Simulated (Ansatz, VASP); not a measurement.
Given: the input of a run of VASP 6.6.1 on SiC.

The input INCAR:

```
PREC = Accurate
ENCUT = 520
EDIFF = 1E-6
ISMEAR = -1
SIGMA = 0.05
LREAL = F
LASPH = T
NELM = 80
ALGO = Normal
ISIF = 2
LWAVE = F
LCHARG = T
GGA = B5
ALDAX = 1.0
AGGAX = 1.0
AGGAC = 1.0
ALDAC = 0.0
IVDW = 12
LELF = T
LVHAR = T
VDW_S6 = 1.0
VDW_S8 = 2.6996
VDW_A1 = 0.4298
VDW_A2 = 4.2359
NBANDS = 26
```

The input KPOINTS:

```
regular mesh
0
Gamma
  10 10 3
```

POSCAR

```
SiC
1.0
    3.0550512851      0.0000000000      0.0000000000
   -1.5275256425      2.6457520228      0.0000000000
    0.0000000000      0.0000000000     10.0030562121
Si C
4 4
Direct
    0.0000000000      0.0000000000      0.1878943800
    0.0000000000      0.0000000000      0.6878943800
    0.3333333333      0.6666666667      0.4378419800
    0.6666666667      0.3333333333      0.9378419800
    0.0000000000      0.0000000000      0.0004600500
    0.0000000000      0.0000000000      0.5004600500
    0.3333333333      0.6666666667      0.2498025900
    0.6666666667      0.3333333333      0.7498025900
```

Potentials or basis: VASP PAW PBE potentials, release 64 (Si, C).

Command:

```bash
$ cat potpaw_PBE.64/Si/POTCAR potpaw_PBE.64/C/POTCAR > POTCAR
$ mpirun -np 1 vasp_std > vasp.out
```

Set up the same calculation for Ansatz 0.2.0. Potentials there: Ansatz PAW.

As run (the cutoff follows the program's own potentials):

Contents of input.yaml:

```yaml
crystal:
  lattice:
    - [3.0550512851, 0.0, 0.0]
    - [-1.5275256425, 2.6457520228, 0.0]
    - [0.0, 0.0, 10.0030562121]
  atoms:
    - { symbol: Si, position: [0.0, 0.0, 0.18789438] }
    - { symbol: Si, position: [0.0, 0.0, 0.68789438] }
    - { symbol: Si, position: [0.3333333333, 0.6666666667, 0.43784198] }
    - { symbol: Si, position: [0.6666666667, 0.3333333333, 0.93784198] }
    - { symbol: C, position: [0.0, 0.0, 0.00046005] }
    - { symbol: C, position: [0.0, 0.0, 0.50046005] }
    - { symbol: C, position: [0.3333333333, 0.6666666667, 0.24980259] }
    - { symbol: C, position: [0.6666666667, 0.3333333333, 0.74980259] }
hamiltonian:
  xc: blyp
  pseudopotentials: { kind: paw }
  dispersion: d3bj
kpoints:
  mp_grid: { grid: [10, 10, 3] }
scf:
  occupations: { method: fermi_dirac, width: 0.05 }
output:
  forces: true
  stress: true
  eigenvalues: true
```

Potentials or basis: Ansatz PAW.

Run with:

```bash
$ ansatz run input.yaml --threads 2 --pin off --max-ram 5120MiB --backend cpu --events-out ev --progress --plain --runs-dir out
```

Both were run:

|  | VASP | Ansatz | Ansatz less VASP |
| --- | --- | --- | --- |
| gap on the k mesh at the Fermi level (eV) | 2.54 | 2.54 | -0.005 |
| least direct gap on the mesh (eV) | 3.67 | 3.65 | -0.012 |
| pressure (GPa) | 3.5 | 2.9 | -0.64 |
| rms of the force components (eV/Å) | 0.006 | 0.005 | -0.0006 |

VASP's potentials were made for PBE, not for BLYP. Atom by atom the forces differ by 0.001 eV/Å (rms over components).

Noted on Ansatz's run: odd divisions of the mesh miss points on the zone boundary, where band edges often lie, so the gap on the mesh can be too wide.
